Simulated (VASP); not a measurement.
As, 4 atoms in the cell. It takes space group P6/mmm (No. 191, hexagonal). Conventional cell: a = 3.554 Å, b = 3.554 Å, c = 7.756 Å, α = 90.00°, β = 90.00°, γ = 120.00°. Within 2.7 Å of As (site symmetry -6m2) lie 6 As at 2.05 Å. Within 4.7 Å of As (site symmetry 6/mmm) lie 20 As at 3.55 to 4.39 Å. As (site symmetry 6/mmm) has 6 As at 2.05 Å within 2.7 Å. 

| Item | Value |
| --- | --- |
| Program | VASP 6.6.1 |
| Task | single point |
| Functional | PBE |
| Potentials or basis | VASP PAW PBE potentials, release 64 (As) |
| Cutoff | 520 eV |
| k mesh | 6 × 6 × 2 |
| Occupations | gaussian, width 0.1 eV |
| Spin | no spin polarisation |
| Dipole correction | no |
| Further INCAR settings | ALGO = Normal; EDIFF = 1e-06; NBANDS = 18 |

Potentials or basis: VASP PAW PBE potentials, release 64 (As).

Command:

```console
$ cat potpaw_PBE.64/As/POTCAR > POTCAR
$ mpirun -np 1 vasp_std > vasp.out
```

Hardware: 1 thread of AMD EPYC 7R13, on a shared host.

Q: How long does it take, and how much memory?

A: It took 54 s on 1 thread of AMD EPYC 7R13, on a shared host, peak memory 0.17 GiB. Counts: scf iterations 16, k points 14.
